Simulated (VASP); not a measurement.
Set up this calculation in VASP 6.6.1, as the native input.

* Task: single point
* Functional: PBE
* Potentials or basis: VASP PAW PBE potentials, release 64 (Fe)
* Cutoff: 520 eV
* k mesh: 12 × 12 × 12
* Occupations: gaussian, width 0.15 eV
* Spin: collinear spin, ferromagnetic start
* Starting moments: [2.44] μB
* Dipole correction: no
* Further INCAR settings: ALGO = Fast; EDIFF = 1e-06; NBANDS = 14

The structure of Fe lies in POSCAR:

```
Fe
1.0
   -1.3769613881      1.3769613881      1.3769613881
    1.3769613881     -1.3769613881      1.3769613881
    1.3769613881      1.3769613881     -1.3769613881
Fe
1
Direct
    0.0000000000      0.0000000000      0.0000000000
```

This cell differs from its parent crystal: volume 10.443 Å^3 an atom, c/a of the conventional cell 1.0000.

One way to write it, as run:

INCAR

```
  PREC = Accurate
  ENCUT = 520
  EDIFF = 1E-6
  ISMEAR = 0
  SIGMA = 0.15
  LREAL = F
  LASPH = T
  NELM = 150
  ALGO = Fast
  ISIF = 2
  LWAVE = F
  LCHARG = T
  ISPIN = 2
  MAGMOM = 2.44
  LORBIT = 11
  LMAXMIX = 4
  GGA = PE
  LELF = T
  LVHAR = T
  NBANDS = 14
```

KPOINTS

```
regular mesh
0
Gamma
  12 12 12
```

Potentials or basis: VASP PAW PBE potentials, release 64 (Fe).

Run with:

```console
$ cat potpaw_PBE.64/Fe/POTCAR > POTCAR
$ mpirun -np 1 vasp_std > vasp.out
```

Results of the run:

```json
{
  "Pressure": "18.9 GPa",
  "Band gap on the k mesh": "zero (filled and empty bands overlap)",
  "Net moment": "2.02 μB per cell",
  "Site moments": "Fe +2.00 μB",
  "Valence electrons inside the program's atomic spheres": "Fe 7.46"
}
```

Wall time 25 s on 1 thread of Intel(R) Xeon(R) Platinum 8259CL CPU @ 2.50GHz (Skylake/Cascade Lake), with other jobs on the host, peak memory 0.13 GiB.
